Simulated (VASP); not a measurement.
# Pd (Pm-3m) in VASP: notebook

Pd is run at these levels: r2SCAN; tasks: relaxation of cell and atoms.

All numbers are computed with VASP 6.6.1; they aren't measurements. Logs are shortened: lines on timing, memory, paths and dates and some standing lists are left out, and cuts for length are marked.

### Step 1. The cell of the first run

Symmetry: Pm-3m, No. 221, cubic system. Conventional cell: a = 2.506 Å, b = 2.506 Å, c = 2.506 Å, α = 90.00°, β = 90.00°, γ = 90.00°. Within 3.3 Å of Pd (site symmetry m-3m) lie 6 Pd at 2.51 Å.

### Step 2. Relaxation of cell and atoms, r2SCAN

POSCAR

```
Pd
1.0
    2.5058634109      0.0000000000      0.0000000000
    0.0000000000      2.5058634109      0.0000000000
    0.0000000000      0.0000000000      2.5058634109
Pd
1
Direct
    0.0000000000      0.0000000000      0.0000000000
```

INCAR.step1

```
SYSTEM = Pd
PREC     = Accurate       ! precision mode
ENCUT    = 600            ! plane-wave cutoff, eV
ISMEAR   = 0              ! smearing method
SIGMA    = 0.1            ! smearing width, eV
LREAL    = .False.        ! projectors in reciprocal space
LASPH    = .True.         ! aspherical terms in the spheres
NELM     = 80             ! most SCF steps
GGA      = PE             ! functional
ALGO     = Normal         ! electronic algorithm
EDIFF    = 1E-4           ! SCF threshold, eV
LWAVE    = .True.         ! write WAVECAR
LCHARG   = .False.        ! write CHGCAR
```

INCAR.step2

```
SYSTEM = Pd
PREC     = Accurate       ! precision mode
ENCUT    = 600            ! plane-wave cutoff, eV
EDIFF    = 1E-7           ! SCF threshold, eV
ISMEAR   = 0              ! smearing method
SIGMA    = 0.1            ! smearing width, eV
LREAL    = .False.        ! projectors in reciprocal space
LASPH    = .True.         ! aspherical terms in the spheres
NELM     = 80             ! most SCF steps
ALGO     = Normal         ! electronic algorithm
ISIF     = 3              ! what is computed and relaxed
LWAVE    = .False.        ! write WAVECAR
LCHARG   = .False.        ! write CHGCAR
METAGGA  = R2SCAN         ! meta-GGA
LMIXTAU  = .True.       
IBRION   = 2              ! ionic algorithm
NSW      = 90             ! ionic steps
EDIFFG   = -0.04          ! ionic threshold
ISTART   = 1
```

KPOINTS

```
regular mesh
0
Gamma
  6 6 6
  0 0 0
```

Potentials or basis: VASP PAW PBE potentials, release 64 (Pd).

Command:

```sh
> cat potpaw_PBE.64/Pd/POTCAR > POTCAR
> cp INCAR.step1 INCAR
> mpirun -np 1 vasp_std > vasp.out
> cp INCAR.step2 INCAR
> mpirun -np 1 vasp_std > vasp.out
```

OUTCAR:

```text
SYSTEM = Pd
   PREC = Accurate
   ENCUT = 600
   EDIFF = 1E-7
   ISMEAR = 0
   LREAL = .False.
   LASPH = .True.
   NELM = 80
   ISIF = 3
   METAGGA = R2SCAN
   IBRION = 2
   NSW = 90
   EDIFFG = -0.04
   ISTART = 1

 ion  position               nearest neighbor table
   1  0.000  0.000  0.000-

  LATTYP: Found a simple cubic cell.
 ALAT       =     2.5058634109

  Lattice vectors:

 A1 = (   2.5058634109,   0.0000000000,   0.0000000000)
 A2 = (   0.0000000000,   2.5058634109,   0.0000000000)
 A3 = (   0.0000000000,   0.0000000000,   2.5058634109)

Analysis of symmetry for initial positions (statically):
=====================================================================
 Subroutine PRICEL returns:
 Original cell was already a primitive cell.

 Routine SETGRP: Setting up the symmetry group for a
 simple cubic supercell.

 Subroutine GETGRP returns: Found 48 space group operations
 (whereof 48 operations were pure point group operations)
 out of a pool of 48 trial point group operations.

The static configuration has the point symmetry O_h .

Analysis of symmetry for dynamics (positions and initial velocities):
=====================================================================
 Subroutine PRICEL returns:
 Original cell was already a primitive cell.

 Routine SETGRP: Setting up the symmetry group for a
 simple cubic supercell.

 Subroutine GETGRP returns: Found 48 space group operations
 (whereof 48 operations were pure point group operations)
 out of a pool of 48 trial point group operations.

The dynamic configuration has the point symmetry O_h .

 Subroutine INISYM returns: Found 48 space group operations
 (whereof 48 operations are pure point group operations),
 and found     1 'primitive' translations

----------------------------------------------------------------------------------------

                                     Primitive cell

  volume of cell :      15.7352

  direct lattice vectors                    reciprocal lattice vectors
     2.505863411  0.000000000  0.000000000     0.399064049  0.000000000  0.000000000
     0.000000000  2.505863411  0.000000000     0.000000000  0.399064049  0.000000000
     0.000000000  0.000000000  2.505863411     0.000000000  0.000000000  0.399064049

  length of vectors
     2.505863411  2.505863411  2.505863411     0.399064049  0.399064049  0.399064049

  position of ions in fractional coordinates (direct lattice)
     0.000000000  0.000000000  0.000000000

  ion indices of the primitive-cell ions
   primitive index   ion index
                 1           1

----------------------------------------------------------------------------------------

 KPOINTS: regular mesh

Automatic generation of k-mesh.
 Grid dimensions read from file:
 generate k-points for:    6    6    6

 Generating k-lattice:

  Cartesian coordinates                     Fractional coordinates (reciprocal lattice)
     0.066510675  0.000000000  0.000000000     0.166666667  0.000000000  0.000000000
     0.000000000  0.066510675  0.000000000     0.000000000  0.166666667  0.000000000
     0.000000000  0.000000000  0.066510675     0.000000000  0.000000000  0.166666667

  Length of vectors
     0.066510675  0.066510675  0.066510675

  Shift w.r.t. Gamma in fractional coordinates (k-lattice)
     0.000000000  0.000000000  0.000000000

 Subroutine IBZKPT returns following result:
 ===========================================

 Found     20 irreducible k-points:

 Following reciprocal coordinates:
            Coordinates               Weight
  0.000000  0.000000  0.000000      1.000000
  0.166667  0.000000  0.000000      6.000000
  0.333333  0.000000  0.000000      6.000000
  0.500000  0.000000  0.000000      3.000000
  0.166667  0.166667  0.000000     12.000000
  0.333333  0.166667  0.000000     24.000000
[... 12 lines left out ...]
  0.500000  0.500000  0.333333      6.000000
  0.500000  0.500000  0.500000      1.000000
   k-points           NKPTS =     20   k-points in BZ     NKDIM =     20   number of bands    NBANDS=      9
   number of dos      NEDOS =    301   number of ions     NIONS =      1
   total plane-waves  NPLWV =   8000
   dimension x,y,z NGX =    20 NGY =   20 NGZ =   20
   dimension x,y,z NGXF=    40 NGYF=   40 NGZF=   40
   ions per type =               1
   NGX,Y,Z   is equivalent  to a cutoff of  13.27, 13.27, 13.27 a.u.
   NGXF,Y,Z  is equivalent  to a cutoff of  26.54, 26.54, 26.54 a.u.
 SYSTEM =  Pd
   PREC   = accura    normal or accurate (medium, high low for compatibility)
   ISTART =      1    job   : 0-new  1-cont  2-samecut
   ICHARG =      0    charge: 1-file 2-atom 10-const
   ISPIN  =      1    spin polarized calculation?
   LNONCOLLINEAR =      F non collinear calculations
   LSORBIT =      F    spin-orbit coupling
   LASPH  =      T    aspherical Exc in radial PAW
   ENCUT  =  600.0 eV  44.10 Ry    6.64 a.u.   5.00  5.00  5.00*2*pi/ulx,y,z
   NELM   =     80;   NELMIN=  2; NELMDL=  0     # of ELM steps
   EDIFF  = 0.1E-06   stopping-criterion for ELM
   LREAL  =      F    real-space projection
   EDIFFG = -.4E-01   stopping-criterion for IOM
   NSW    =     90    number of steps for IOM
   IBRION =      2    ionic relax: 0-MD 1-quasi-New 2-CG
   NFREE  =      1    steps in history (QN), initial steepest desc. (CG)
   ISIF   =      3    stress and relaxation
   ISYM   =      2    0-nonsym 1-usesym 2-fastsym
   POTIM  = 0.5000    time-step for ionic-motion
   TEBEG  =    0.0;   TEEND  =   0.0 temperature during run
   PSTRESS=    0.0 pullay stress
   NELECT =      10.0000    total number of electrons
   NUPDOWN=      -1.0000    fix difference up-down
   EMIN   =  10.00;   EMAX   =-10.00  energy-range for DOS
   EFERMI =   0.00;   METHOD = LEGACY
   ISMEAR =     0;   SIGMA  =   0.10  broadening in eV -4-tet -1-fermi 0-gaus
   EFERMI_NEDOS =   21; number of points for ismear=-14 and -15
   IALGO  =     38    algorithm
   IMIX   =      4    mixing-type and parameters
     AMIX     =   0.40;   BMIX     =  1.00
     AMIX_MAG =   1.60;   BMIX_MAG =  1.00
  volume/ion in A,a.u.               =      15.74       106.19
  Fermi-wavevector in a.u.,A,eV,Ry     =   1.407508  2.659804 26.954200  1.981078
  Thomas-Fermi vector in A             =   2.529760
   LORBIT       =      0    0 simple, 1 ext, 2 COOP (PROOUT), +10 PAW based schemes
   METAGGA = R2SCAN    functional components
   LHFCALC =     F    Hartree Fock is set to
   AEXX    =    0.0000 exact exchange contribution
   IVDW    =     0    specifies the selected vdW correction
   LEPSILON=     F    determine dielectric tensor
   LRPA    =     F    only Hartree local field effects (RPA)
 conjugate gradient relaxation of ions
 non-spin polarized calculation
 Gauss-broadening in eV      SIGMA  =   0.10
  energy-cutoff  :      600.00
  volume of cell :       15.74
 maximum number of plane-waves:       552
   NGX = 11   NGY = 11   NGZ = 11

--------------------------------------- Ionic step        1  -------------------------------------------

 number of electron       9.9999998 magnetization

 Free energy of the ion-electron system (eV)
  ---------------------------------------------------
  ext. energy  EPLUGINS =         0.00000000
  ---------------------------------------------------
  free energy    TOTEN  =       -22.31298580 eV

  energy without entropy =      -22.30538902  energy(sigma->0) =      -22.30918741

------------------------ aborting loop because EDIFF is reached ----------------------------------------

  FORCE on cell =-STRESS in cart. coord.  units (eV):
  Direction    XX          YY          ZZ          XY          YZ          ZX
  --------------------------------------------------------------------------------------
  -------------------------------------------------------------------------------------
  Total        1.8035916      1.8035916      1.8035916     -0.0000000      0.0000000     -0.0000000
  in kB      183.6439434    183.6439434    183.6439434     -0.0000000      0.0000000     -0.0000000
  external PRESSURE =     183.6439434 kB  Pullay stress =       0.0000000 kB

 VOLUME and BASIS-vectors are now :
 -----------------------------------------------------------------------------
  energy-cutoff  :      600.00
  volume of cell :       15.74
      direct lattice vectors                 reciprocal lattice vectors
     2.505863411  0.000000000  0.000000000     0.399064049  0.000000000  0.000000000
     0.000000000  2.505863411  0.000000000     0.000000000  0.399064049  0.000000000
     0.000000000  0.000000000  2.505863411     0.000000000  0.000000000  0.399064049
[... 71 lines left out ...]
 POSITION                                       TOTAL-FORCE (eV/Angst)
 -----------------------------------------------------------------------------------
      0.00000      0.00000      0.00000        -0.000000      0.000000      0.000000
 -----------------------------------------------------------------------------------
    total drift:                                0.000000      0.000000      0.000000

  FREE ENERGIE OF THE ION-ELECTRON SYSTEM (eV)
  ---------------------------------------------------
  free  energy   TOTEN  =       -22.3987341703 eV

  energy  without entropy=      -22.3905492148  energy(sigma->0) =      -22.39464169

--------------------------------------- Ionic step        4  -------------------------------------------

 number of electron      10.0000006 magnetization

 Free energy of the ion-electron system (eV)
  ---------------------------------------------------
  ext. energy  EPLUGINS =         0.00000000
  ---------------------------------------------------
  free energy    TOTEN  =       -22.39882850 eV

  energy without entropy =      -22.39066993  energy(sigma->0) =      -22.39474921

 E-fermi :   7.2076     XC(G=0): -12.7699

 val. band max:        7.1784270919   @ k =   0.5000   0.3333   0.1667
 cond. band min:       7.3109405694   @ k =   0.0000   0.0000   0.0000
 fundamental gap:      0.1325134775
 Fermi energy:         7.2075917935

 k-point     1 :       0.0000    0.0000    0.0000
  band No.  band energies     occupation
      1       1.3084      2.00000
      2       2.6103      2.00000
      3       2.6103      2.00000
      4       7.3109      0.14386
      5       7.3109      0.14386
      6       7.3109      0.14386
      7      24.7076      0.00000
      8      24.7076      0.00000
      9      24.7076      0.00000

 k-point     2 :       0.1667    0.0000    0.0000
  band No.  band energies     occupation
      1       1.9501      2.00000
      2       2.7288      2.00000
      3       3.2938      2.00000
      4       6.8564      2.00000
      5       6.8564      2.00000
      6       7.3488      0.04582
      7      20.6909      0.00000
      8      25.8885      0.00000
      9      25.8885      0.00000
[... 236 lines left out ...]
 POSITION                                       TOTAL-FORCE (eV/Angst)
 -----------------------------------------------------------------------------------
      0.00000      0.00000      0.00000        -0.000000      0.000000      0.000000
 -----------------------------------------------------------------------------------
    total drift:                                0.000000      0.000000      0.000000

  FREE ENERGIE OF THE ION-ELECTRON SYSTEM (eV)
  ---------------------------------------------------
  free  energy   TOTEN  =       -22.3988284985 eV

  energy  without entropy=      -22.3906699296  energy(sigma->0) =      -22.39474921

 reached required accuracy - stopping structural energy minimisation
```

It took 30 s on 1 thread of Intel Xeon 6975P-C (Granite Rapids), shared host; peak memory 0.14 GiB.

What came out:

| Property | Result |
| --- | --- |
| Free energy | -22.3988 eV |
| Relaxed volume | 17.41 Å³/atom |
| Relaxed cell | a = 2.592 Å, b = 2.592 Å, c = 2.592 Å, α = 90.00°, β = 90.00°, γ = 90.00° |
| Space group after relaxing (to 0.05 Å) | Pm-3m (No. 221) |
| Energy gained by relaxing | 85.8 meV/atom |
| Ionic steps | 4 |
| Pressure after relaxing | -0.1 GPa |
| Band gap on the k mesh | zero (band 5 reaches 8.70 eV, above the bottom of band 6 at 6.68 eV) |

Step by step:
```tsv
step	energy change (eV)	largest force (eV/Å)	pressure (GPa)	volume (Å³)
1	0.0000	0.0000	18.36	15.74
2	0.0555	0.0000	-13.56	20.21
3	-0.0857	0.0000	-0.48	17.46
4	-0.0858	0.0000	-0.08	17.41
```

Final structure:
```cif
data_structure
_symmetry_space_group_name_H-M 'P 1'
_symmetry_Int_Tables_number 1
_cell_length_a 2.5920
_cell_length_b 2.5920
_cell_length_c 2.5920
_cell_angle_alpha 90.000
_cell_angle_beta 90.000
_cell_angle_gamma 90.000
_cell_volume 17.41
loop_
_atom_site_label
_atom_site_type_symbol
_atom_site_fract_x
_atom_site_fract_y
_atom_site_fract_z
_atom_site_occupancy
Pd1 Pd 0.00000 0.00000 0.00000 1
```

Caveat: the k points lie up to 0.40 Å⁻¹ apart in the final cell; the PAW data sets were made with another functional, which shifts forces and pressure a little.

### Step 3. Relaxation of cell and atoms, r2SCAN

POSCAR is that of step 2.

INCAR.step1

```
SYSTEM = Pd
PREC     = Accurate       ! precision mode
ENCUT    = 590            ! plane-wave cutoff, eV
ISMEAR   = 0              ! smearing method
SIGMA    = 0.1            ! smearing width, eV
LREAL    = .False.        ! projectors in reciprocal space
LASPH    = .True.         ! aspherical terms in the spheres
NELM     = 120            ! most SCF steps
GGA      = PE             ! functional
ALGO     = Normal         ! electronic algorithm
EDIFF    = 1E-5           ! SCF threshold, eV
LWAVE    = .True.         ! write WAVECAR
LCHARG   = .False.        ! write CHGCAR
GGA_COMPAT= .False.      
IBRION   = 2              ! ionic algorithm
ISIF     = 3              ! what is computed and relaxed
EDIFFG   = -0.005         ! ionic threshold
NELMIN   = 4            
NSW      = 100            ! ionic steps
```

Edit INCAR.step2 of step 2 so:

```diff
@@ -2,3 +2,3 @@
 PREC     = Accurate       ! precision mode
-ENCUT    = 600            ! plane-wave cutoff, eV
+ENCUT    = 590            ! plane-wave cutoff, eV
 EDIFF    = 1E-7           ! SCF threshold, eV
@@ -8,3 +8,3 @@
 LASPH    = .True.         ! aspherical terms in the spheres
-NELM     = 80             ! most SCF steps
+NELM     = 120            ! most SCF steps
 ALGO     = Normal         ! electronic algorithm
@@ -18,2 +18,4 @@
 EDIFFG   = -0.04          ! ionic threshold
-ISTART   = 1
+ISTART   = 1            
+GGA_COMPAT= .False.      
+NELMIN   = 4
```

KPOINTS is that of step 2.

Potentials or basis: VASP PAW PBE potentials, release 64 (Pd_sv_GW).

Command:

```sh
> cat potpaw_PBE.64/Pd_sv_GW/POTCAR > POTCAR
> cp INCAR.step1 INCAR
> mpirun -np 1 vasp_std > vasp.out
> cp INCAR.step2 INCAR
> mpirun -np 1 vasp_std > vasp.out
```

It took 2.3 min on 1 thread of Intel Xeon Platinum 8488C (Sapphire Rapids), shared host; peak memory 0.14 GiB.

Results (log left out):

```
Free energy                            : -20.9151 eV
Relaxed volume                         : 17.10 Å³/atom
Relaxed cell                           : a = 2.576 Å, b = 2.576 Å, c = 2.576 Å, α = 90.00°, β = 90.00°, γ = 90.00°
Space group after relaxing (to 0.05 Å) : Pm-3m (No. 221)
Energy gained by relaxing              : 63.3 meV/atom
Ionic steps                            : 4
Pressure after relaxing                : -0.1 GPa
Band gap on the k mesh                 : zero (band 9 reaches 7.84 eV, above the bottom of band 10 at 5.77 eV)
```

The path:
```
step  energy change (eV)  largest force (eV/Å)  pressure (GPa)  volume (Å³)
   1              0.0000                0.0000           16.24        15.74
   2              0.0783                0.0000          -15.10        19.65
   3             -0.0632                0.0000           -0.46        17.14
   4             -0.0633                0.0000           -0.06        17.10
```

Final structure:
```cif
data_structure
_symmetry_space_group_name_H-M 'P 1'
_symmetry_Int_Tables_number 1
_cell_length_a 2.5763
_cell_length_b 2.5763
_cell_length_c 2.5763
_cell_angle_alpha 90.000
_cell_angle_beta 90.000
_cell_angle_gamma 90.000
_cell_volume 17.10
loop_
_atom_site_label
_atom_site_type_symbol
_atom_site_fract_x
_atom_site_fract_y
_atom_site_fract_z
_atom_site_occupancy
Pd1 Pd 0.00000 0.00000 0.00000 1
```

Levels at points of the mesh, in eV from the Fermi level:
```csv
k point,band 5,band 6,band 7,band 8,band 9,band 10,band 11,band 12,band 13
"(0.00, 0.00, 0.00)",-5.96,-4.70,-4.70,0.10,0.10,0.10,17.58,17.58,17.58
"(0.50, 0.00, 0.00)",-4.20,-3.93,-1.57,-1.57,0.26,0.80,5.52,19.22,22.37
"(0.50, 0.50, 0.00)",-4.96,-3.47,-1.26,-1.26,1.43,6.21,6.21,12.70,13.35
"(0.50, 0.50, 0.50)",-4.06,-4.06,-4.06,1.53,1.53,11.83,12.24,12.24,12.24
```

Caveat: the k points lie up to 0.41 Å⁻¹ apart in the final cell; the PAW data sets were made with another functional, which shifts forces and pressure a little.
